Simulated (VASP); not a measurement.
# Al2RuCN2 (I4/mmm) in VASP: a series of runs

The runs below take Al2RuCN2 through single point, relaxation of cell and atoms, with PBE.

Everything below comes from runs of VASP 6.6.1. Logs are shortened: lines on timing, memory, paths and dates and some standing lists are left out, and cuts for length are marked.

## 1. The cell of the first run

Symmetry: I4/mmm, No. 139, tetragonal system. The conventional cell has a = 3.498 Å, b = 3.498 Å, c = 11.039 Å, α = 90.00°, β = 90.00°, γ = 90.00°. Al (site symmetry -4m2) has 4 N at 1.85 Å and 4 Al at 2.47 Å within 2.5 Å. Ru (site symmetry 4/mmm) has 2 N at 2.16 Å and 4 C at 2.47 Å within 2.9 Å. Within 3.5 Å of C (site symmetry 4/mmm) lie 4 Ru at 2.47 Å and 8 Al at 3.27 Å and 10 N at 3.29 to 3.36 Å and 4 C at 3.50 Å. N (site symmetry 4mm) has 4 Al at 1.85 Å and 1 Ru at 2.16 Å within 2.5 Å.

The cell was generated, and may not be a known phase.

## 2. Single point, PBE, collinear spin, ferromagnetic start

INCAR reads:

```
SYSTEM = Al2RuCN2
  PREC = Accurate
  ENCUT = 520
  EDIFF = 1E-6
  ISMEAR = 0
  SIGMA = 0.1
  LREAL = .False.
  LASPH = .True.
  NELM = 150
  ALGO = Normal
  ISIF = 2
  LWAVE = .False.
  LCHARG = .True.
  ISPIN = 2
  MAGMOM = 0 0 1 0 0 0
  LORBIT = 11
  LMAXMIX = 4
  GGA = PE
  LELF = .True.
  LVHAR = .True.
  NBANDS = 30
```

KPOINTS reads:

```
Automatic mesh
0
Gamma
  6 6 6
  0 0 0
```

POSCAR reads:

```
Al2RuCN2
1.0
   -1.7491967566      1.7491967566      5.5195411168
    1.7491967566     -1.7491967566      5.5195411168
    1.7491967566      1.7491967566     -5.5195411168
Al Ru C N
2 1 1 2
Direct
    0.7500000000      0.2500000000      0.5000000000
    0.2500000000      0.7500000000      0.5000000000
    0.5000000000      0.5000000000      0.0000000000
    0.0000000000      0.0000000000      0.0000000000
    0.3041778119      0.3041778119      0.0000000000
    0.6958221881      0.6958221881      0.0000000000
```

Potentials or basis: VASP PAW PBE potentials, release 64 (Al, Ru_pv, C, N).

Started as:

```
cat potpaw_PBE.64/Al/POTCAR potpaw_PBE.64/Ru_pv/POTCAR potpaw_PBE.64/C/POTCAR potpaw_PBE.64/N/POTCAR > POTCAR
mpirun -np 1 vasp_std > vasp.out
```

OUTCAR:

```text
SYSTEM = Al2RuCN2
   PREC = Accurate
   ENCUT = 520
   EDIFF = 1E-6
   ISMEAR = 0
   LREAL = .False.
   LASPH = .True.
   NELM = 150
   ISIF = 2
   ISPIN = 2
   LORBIT = 11
   GGA = PE

 ion  position               nearest neighbor table
   1  0.750  0.250  0.500-   5 1.85   6 1.85   5 1.85   6 1.85   2 2.47   2 2.47   2 2.47   2 2.47
                             3 3.27   3 3.27   3 3.27   3 3.27
   2  0.250  0.750  0.500-   5 1.85   6 1.85   5 1.85   6 1.85   1 2.47   1 2.47   1 2.47   1 2.47
                             3 3.27   3 3.27   3 3.27   3 3.27
   3  0.500  0.500  0.000-   5 2.16   6 2.16   4 2.47   4 2.47   4 2.47   4 2.47   2 3.27   1 3.27
                             2 3.27   1 3.27   2 3.27   2 3.27   1 3.27   1 3.27
   4  0.000  0.000  0.000-   3 2.47   3 2.47   3 2.47   3 2.47
   5  0.304  0.304  0.000-   1 1.85   2 1.85   2 1.85   1 1.85   3 2.16
   6  0.696  0.696  0.000-   2 1.85   1 1.85   1 1.85   2 1.85   3 2.16

  LATTYP: Found a body centered tetragonal cell.
 ALAT       =     3.4983935132
 C/A-ratio  =     3.1554718450

  Lattice vectors:

 A1 = (  -1.7491967566,   1.7491967566,   5.5195411168)
 A2 = (   1.7491967566,  -1.7491967566,   5.5195411168)
 A3 = (   1.7491967566,   1.7491967566,  -5.5195411168)

Analysis of symmetry for initial positions (statically):
=====================================================================
 Subroutine PRICEL returns:
 Original cell was already a primitive cell.

 Routine SETGRP: Setting up the symmetry group for a
 body centered tetragonal supercell.

 Subroutine GETGRP returns: Found 16 space group operations
 (whereof 16 operations were pure point group operations)
 out of a pool of 16 trial point group operations.

The static configuration has the point symmetry D_4h.

Analysis of symmetry for dynamics (positions and initial velocities):
=====================================================================
 Subroutine PRICEL returns:
 Original cell was already a primitive cell.

 Routine SETGRP: Setting up the symmetry group for a
 body centered tetragonal supercell.

 Subroutine GETGRP returns: Found 16 space group operations
 (whereof 16 operations were pure point group operations)
 out of a pool of 16 trial point group operations.

The dynamic configuration has the point symmetry D_4h.

Analysis of structural, dynamic, and magnetic symmetry:
=====================================================================
 Subroutine PRICEL returns:
 Original cell was already a primitive cell.

 Routine SETGRP: Setting up the symmetry group for a
 body centered tetragonal supercell.

 Subroutine GETGRP returns: Found 16 space group operations
 (whereof 16 operations were pure point group operations)
 out of a pool of 16 trial point group operations.

The overall configuration has the point symmetry D_4h.

 Subroutine INISYM returns: Found 16 space group operations
 (whereof 16 operations are pure point group operations),
 and found     1 'primitive' translations

----------------------------------------------------------------------------------------

                                     Primitive cell

  volume of cell :      67.5523

  direct lattice vectors                    reciprocal lattice vectors
    -1.749196757  1.749196757  5.519541117     0.000000000  0.285845488  0.090587241
     1.749196757 -1.749196757  5.519541117     0.285845488  0.000000000  0.090587241
     1.749196757  1.749196757 -5.519541117     0.285845488  0.285845488  0.000000000

  length of vectors
     6.048529799  6.048529799  6.048529799     0.299856117  0.299856117  0.404246565

  position of ions in fractional coordinates (direct lattice)
     0.750000000  0.250000000  0.500000000
     0.250000000  0.750000000  0.500000000
     0.500000000  0.500000000  0.000000000
     0.000000000  0.000000000  0.000000000
     0.304177812  0.304177812  0.000000000
     0.695822188  0.695822188  0.000000000

  ion indices of the primitive-cell ions
   primitive index   ion index
                 1           1
                 2           2
[... 44 lines left out ...]
  energy-cutoff  :      520.00
  volume of cell :       67.55
 maximum number of plane-waves:      1873
 NGX is ok and might be reduce to    48
   NGX = 23   NGY = 23   NGZ = 23

 number of electron      33.9999999 magnetization       0.2371619

 Free energy of the ion-electron system (eV)
  ---------------------------------------------------
  ext. energy  EPLUGINS =         0.00000000
  ---------------------------------------------------
  free energy    TOTEN  =       -40.83634104 eV

  energy without entropy =      -40.81917809  energy(sigma->0) =      -40.82775957

 E-fermi :   8.4205     XC(G=0): -11.4132

 val. band max:        8.4171161673   @ k =   0.5000   0.1667   0.0000
 cond. band min:       8.4249570647   @ k =  -0.3333  -0.3333   0.3333
 fundamental gap:      0.0078408974
 Fermi energy:         8.4204866509

 spin component 1

 k-point     1 :       0.0000    0.0000    0.0000
  band No.  band energies     occupation
      1     -34.4142      1.00000
      2     -34.3258      1.00000
      3     -34.3258      1.00000
      4     -10.3783      1.00000
      5      -7.0610      1.00000
      6      -1.7496      1.00000
[... 757 lines left out ...]
     28      18.5045      0.00000
     29      19.0952      0.00000

 [... further k-points ...]

 spin component 2

 k-point     1 :       0.0000    0.0000    0.0000
  band No.  band energies     occupation
      1     -34.2879      1.00000
      2     -34.0895      1.00000
      3     -34.0895      1.00000
      4     -10.3796      1.00000
      5      -7.0639      1.00000
      6      -1.7683      1.00000
[... 757 lines left out ...]
     28      18.5156      0.00000
     29      19.1023      0.00000

 [... further k-points ...]

 [bands above 29 left out]

------------------------ aborting loop because EDIFF is reached ----------------------------------------

  FORCE on cell =-STRESS in cart. coord.  units (eV):
  Direction    XX          YY          ZZ          XY          YZ          ZX
  --------------------------------------------------------------------------------------
  -------------------------------------------------------------------------------------
  Total       -0.0604563     -0.0604563      0.0759643      0.0000000     -0.0000000      0.0000000
  in kB       -1.4338770     -1.4338770      1.8016892      0.0000000     -0.0000000      0.0000000
  external PRESSURE =      -0.3553549 kB  Pullay stress =       0.0000000 kB

 VOLUME and BASIS-vectors are now :
 -----------------------------------------------------------------------------
  energy-cutoff  :      520.00
  volume of cell :       67.55
      direct lattice vectors                 reciprocal lattice vectors
    -1.749196757  1.749196757  5.519541117     0.000000000  0.285845488  0.090587241
     1.749196757 -1.749196757  5.519541117     0.285845488  0.000000000  0.090587241
     1.749196757  1.749196757 -5.519541117     0.285845488  0.285845488  0.000000000

 POSITION                                       TOTAL-FORCE (eV/Angst)
 -----------------------------------------------------------------------------------
      0.00000      1.74920      2.75977         0.000000      0.000000      0.000000
      1.74920      0.00000      2.75977         0.000000      0.000000      0.000000
      0.00000      0.00000      5.51954         0.000000      0.000000      0.000000
      0.00000      0.00000      0.00000         0.000000      0.000000      0.000000
      0.00000      0.00000      3.35784        -0.000000     -0.000000      0.001401
      0.00000      0.00000      7.68124        -0.000000     -0.000000     -0.001401
 -----------------------------------------------------------------------------------
    total drift:                                0.000000      0.000000      0.000000

  FREE ENERGIE OF THE ION-ELECTRON SYSTEM (eV)
  ---------------------------------------------------
  free  energy   TOTEN  =       -40.8363410401 eV

  energy  without entropy=      -40.8191780940  energy(sigma->0) =      -40.82775957

 total charge

# of ion       s       p       d       tot
------------------------------------------
    1        0.365   0.477   0.000   0.842
    2        0.365   0.477   0.000   0.842
    3        0.247   6.164   5.881  12.291
    4        0.914   1.165   0.000   2.079
    5        1.233   2.700   0.000   3.933
    6        1.233   2.700   0.000   3.933
--------------------------------------------------
tot          4.357  13.684   5.881  23.921

 magnetization (x)

# of ion       s       p       d       tot
------------------------------------------
    1        0.000  -0.000   0.000  -0.000
    2        0.000  -0.000   0.000  -0.000
    3        0.004  -0.000   0.258   0.262
    4       -0.001  -0.015   0.000  -0.016
    5        0.000  -0.002   0.000  -0.002
    6        0.000  -0.002   0.000  -0.002
--------------------------------------------------
tot          0.003  -0.020   0.258   0.242
```

It took 2.4 min on 1 thread of Intel Xeon 6975P-C (Granite Rapids), shared host; peak memory 0.47 GiB.

Results:

```
Free energy                                           : -40.8363 eV
Pressure                                              : 0.0 GPa
Net moment                                            : 0.24 μB per cell
Site moments                                          : Al -0.00; Ru +0.26; C -0.02; N -0.00 μB
Valence electrons inside the program's atomic spheres : Al 0.84; Ru 12.29; C 2.08; N 3.93
```

## 3. Single point, PBE, collinear spin, ferromagnetic start

This run uses another cell than the first one, of 11.48 Å³/atom.

INCAR reads:

```
SYSTEM = Al2RuCN2
ALGO = Normal ; EDIFF = 1E-6
ENCUT = 520 ; GGA = PE
ISIF = 2 ; ISMEAR = 0
ISPIN = 2 ; LASPH = .True.
LCHARG = .False. ; LMAXMIX = 4
LORBIT = 11 ; LREAL = .False.
LWAVE = .False. ; MAGMOM = 0 0 1 0 0 0
NBANDS = 30 ; NELM = 150
PREC = Accurate ; SIGMA = 0.1
```

KPOINTS reads:

```
k-points
0
Gamma
  6 6 6
  0 0 0
```

POSCAR reads:

```
Al2RuCN2
1.0
   -1.8785563900      1.8785563900      4.8815265000
    1.8785563900     -1.8785563900      4.8815265000
    1.8785563900      1.8785563900     -4.8815265000
Al Ru C N
2 1 1 2
Direct
    0.7500000000      0.2500000000      0.5000000000
    0.2500000000      0.7500000000      0.5000000000
    0.5000000000      0.5000000000      0.0000000000
    0.0000000000      0.0000000000      0.0000000000
    0.3481279900      0.3481279900      0.0000000000
    0.6518720100      0.6518720100      0.0000000000
```

Potentials or basis: VASP PAW PBE potentials, release 64 (Al, Ru_pv, C, N).

Started as:

```
cat potpaw_PBE.64/Al/POTCAR potpaw_PBE.64/Ru_pv/POTCAR potpaw_PBE.64/C/POTCAR potpaw_PBE.64/N/POTCAR > POTCAR
mpirun -np 1 vasp_std > vasp.out
```

It took 1.9 min on 1 thread of Intel Xeon 6975P-C (Granite Rapids), shared host; peak memory 0.37 GiB.

Results (log left out):

```
Free energy                                           : -27.7625 eV
Pressure                                              : 64.0 GPa
Largest force                                         : 30.105 eV/Å
Band gap on the k mesh                                : zero (filled and empty bands overlap)
Net moment                                            : 0.00 μB per cell
Valence electrons inside the program's atomic spheres : Al 0.71; Ru 14.06; C 2.08; N 3.98
```

Forces in eV/Å, atoms in the order of the input:
```
Al    0.000   0.000   0.000
Al    0.000   0.000   0.000
Ru    0.000   0.000   0.000
C     0.000   0.000   0.000
N     0.000   0.000 -30.105
N     0.000   0.000  30.105
```

Stress tensor (GPa, compression positive):
```
 -4.70   0.00   0.00
  0.00  -4.70   0.00
  0.00   0.00 201.49
```

Levels at points of the mesh, in eV from the Fermi level:
Spin up:
```
           k point  band 13  band 14  band 15  band 16  band 17  band 18  band 19  band 20  band 21  band 22
(0.00, 0.00, 0.00)    -2.91    -1.57    -0.64    -0.64    -0.35    -0.03    -0.03     0.49     1.14     1.16
(0.50, 0.00, 0.00)    -3.31    -2.70    -1.61    -0.78     0.01     0.43     1.01     2.82     3.98     4.31
(0.50, 0.50, 0.00)    -2.10    -1.24    -1.12    -1.03    -0.46    -0.37     0.53     1.95     3.19     3.51
(0.50, 0.50, 0.50)    -3.14    -1.58    -1.54     0.07     0.10     0.10     2.16     2.16     2.33     3.63
```
Spin down:
```csv
k point,band 15,band 16,band 17,band 18,band 19,band 20
"(0.00, 0.00, 0.00)",-0.64,-0.64,-0.35,-0.03,-0.03,0.49
"(0.50, 0.00, 0.00)",-1.61,-0.78,0.01,0.43,1.01,2.82
"(0.50, 0.50, 0.00)",-1.12,-1.03,-0.46,-0.37,0.52,1.95
"(0.50, 0.50, 0.50)",-1.54,0.07,0.10,0.10,2.16,2.16
```

Caveat: atoms lie so close that the PAW spheres overlap strongly, which falsifies energies and pressures; the stress differs along the axes, from -5 to 201 GPa; forces of over 1 eV/Å act on the atoms, so gaps and moduli don't describe the material at rest.

## 4. Relaxation of cell and atoms, PBE, collinear spin, ferromagnetic start

This run uses another cell than the first one, of 11.48 Å³/atom.

INCAR reads:

```
PREC     = Accurate       # precision mode
ENCUT    = 600            # plane-wave cutoff, eV
EDIFF    = 1E-6           # SCF threshold, eV
ISMEAR   = 0              # smearing method
SIGMA    = 0.1            # smearing width, eV
LREAL    = False          # projectors in reciprocal space
LASPH    = True           # aspherical terms in the spheres
NELM     = 150            # most SCF steps
ALGO     = Normal         # electronic algorithm
ISIF     = 3              # what is computed and relaxed
LWAVE    = False          # write WAVECAR
LCHARG   = False          # write CHGCAR
ISPIN    = 2              # spin polarisation
MAGMOM   = 0 0 1 0 0 0    # initial moments
LORBIT   = 11             # projections on sites
LMAXMIX  = 4              # l up to which the mixer works
GGA      = PE             # functional
IBRION   = 2              # ionic algorithm
NSW      = 90             # ionic steps
EDIFFG   = -0.04          # ionic threshold
```

KPOINTS reads:

```
regular mesh
0
Gamma
  6 6 6
```

POSCAR is that of step 3.

Started as:

```
cat potpaw_PBE.64/Al/POTCAR potpaw_PBE.64/Ru_pv/POTCAR potpaw_PBE.64/C/POTCAR potpaw_PBE.64/N/POTCAR > POTCAR
mpirun -np 1 vasp_std > vasp.out
```

It took 29 min on 1 thread of Intel Xeon 6975P-C (Granite Rapids), shared host; peak memory 0.51 GiB.

The run converged. Its results:

```
Free energy                                           : -40.8385 eV
Relaxed volume                                        : 11.23 Å³/atom
Relaxed cell                                          : a = 6.045 Å, b = 6.045 Å, c = 6.045 Å, α = 146.40°, β = 146.40°, γ = 48.25°
Space group after relaxing (to 0.1 Å)                 : I4/mmm (No. 139)
Energy gained by relaxing                             : 2178.1 meV/atom
Ionic steps                                           : 19
Pressure after relaxing                               : 0.5 GPa
Largest force after relaxing                          : 0.030 eV/Å
Band gap on the k mesh                                : zero (filled and empty bands overlap)
Net moment                                            : 0.00 μB per cell
Valence electrons inside the program's atomic spheres : Al 0.84; Ru 12.30; C 2.08; N 3.92
```

Forces on the atoms (eV/Å):
```
Al   0.000  0.000  0.000
Al   0.000  0.000  0.000
Ru   0.000  0.000  0.000
C    0.000  0.000  0.000
N    0.000  0.000 -0.030
N    0.000  0.000  0.030
```

The path:
```csv
step,energy change (eV),largest force (eV/Å),pressure (GPa),volume (Å³)
1,0.0000,30.0892,64.01,68.91
2,-7.6404,2.5464,-27.63,113.13
3,-8.7405,1.1703,-23.86,108.49
4,-9.0732,0.4850,-21.50,106.02
5,-9.3409,0.3875,-17.14,101.53
6,-10.4813,1.3784,-13.25,85.42
7,-12.0604,1.2037,-17.71,77.22
8,-12.4006,0.6588,-15.53,73.07
9,-12.4105,0.0888,-16.56,73.91
10,-12.4134,0.2679,-16.24,73.63
11,-12.7277,1.7249,12.77,63.63
12,-12.9161,0.8573,-0.48,67.10
13,-12.9614,0.5046,0.51,66.66
14,-12.9846,0.0604,1.99,66.08
15,-13.0156,0.0796,1.41,66.41
16,-13.0631,0.2507,-0.11,67.36
17,-13.0639,0.2969,-0.42,67.53
18,-13.0678,0.0700,0.84,67.29
19,-13.0685,0.0303,0.48,67.35
```

Final structure:
```xyz
6
Lattice="-1.7471 1.7471 5.5166 1.7471 -1.7471 5.5166 1.7471 1.7471 -5.5166" Properties=species:S:1:pos:R:3 pbc="T T T"
Al    0.0000    1.7471    2.7583
Al    1.7471    0.0000    2.7583
Ru    0.0000    0.0000    5.5166
C     0.0000    0.0000    0.0000
N     0.0000    0.0000    3.3580
N     0.0000    0.0000    7.6753
```

Levels at points of the mesh, in eV from the Fermi level:
Spin up:
| k point | band 14 | band 15 | band 16 | band 17 | band 18 | band 19 | band 20 | band 21 |
| --- | --- | --- | --- | --- | --- | --- | --- | --- |
| (0.00, 0.00, 0.00) | -0.90 | -0.85 | -0.85 | -0.25 | -0.03 | -0.03 | 1.42 | 2.58 |
| (0.50, 0.00, 0.00) | -3.29 | -2.31 | -0.72 | -0.14 | 0.92 | 3.05 | 3.34 | 4.12 |
| (0.50, 0.50, 0.00) | -1.68 | -1.49 | -0.77 | -0.60 | -0.10 | 0.62 | 0.90 | 4.66 |
| (0.50, 0.50, 0.50) | -1.95 | -0.90 | -0.45 | -0.45 | 0.01 | 0.01 | 0.64 | 3.73 |
Spin down:
| k point | band 13 | band 14 | band 15 | band 16 | band 17 | band 18 | band 19 | band 20 | band 21 | band 22 |
| --- | --- | --- | --- | --- | --- | --- | --- | --- | --- | --- |
| (0.00, 0.00, 0.00) | -2.37 | -0.90 | -0.85 | -0.85 | -0.25 | -0.03 | -0.03 | 1.42 | 2.58 | 3.21 |
| (0.50, 0.00, 0.00) | -4.04 | -3.29 | -2.31 | -0.72 | -0.14 | 0.92 | 3.05 | 3.34 | 4.12 | 4.82 |
| (0.50, 0.50, 0.00) | -1.99 | -1.68 | -1.49 | -0.77 | -0.60 | -0.10 | 0.62 | 0.90 | 4.66 | 5.81 |
| (0.50, 0.50, 0.50) | -2.43 | -1.95 | -0.90 | -0.45 | -0.45 | 0.01 | 0.01 | 0.64 | 3.73 | 4.83 |

## 5. Summary

```csv
task,cell,cutoff (eV),gap on the mesh (eV),pressure (GPa),moment (μB),largest force (eV/Å)
single point,"a = 6.049 Å, angles 146.4, 146.4, 48.3°, 6 atoms, atomic positions A",520,none,0.0,0.24,-
single point,"a = 5.558 Å, angles 140.5, 140.5, 57.1°, 6 atoms, atomic positions B",520,none,64.0,0.00,30.10
relaxation of cell and atoms,"relaxed from a = 5.558 Å, angles 140.5, 140.5, 57.1°, 6 atoms, atomic positions B",600,none,0.5,0.00,0.03
```

Alike in all rows: level PBE; potentials or basis VASP PAW PBE potentials, release 64 (Al, Ru_pv, C, N); spin collinear, ferromagnetic start; k mesh 6 × 6 × 6; smearing gaussian 0.1 eV.

Caveats: atoms lie so close that the PAW spheres overlap strongly, which falsifies energies and pressures (at least some runs); the stress differs along the axes, from -5 to 201 GPa (at least some runs); forces of over 1 eV/Å act on the atoms, so gaps and moduli don't describe the material at rest (at least some runs).

Absolute energies hang on the potentials; compare differences alone.
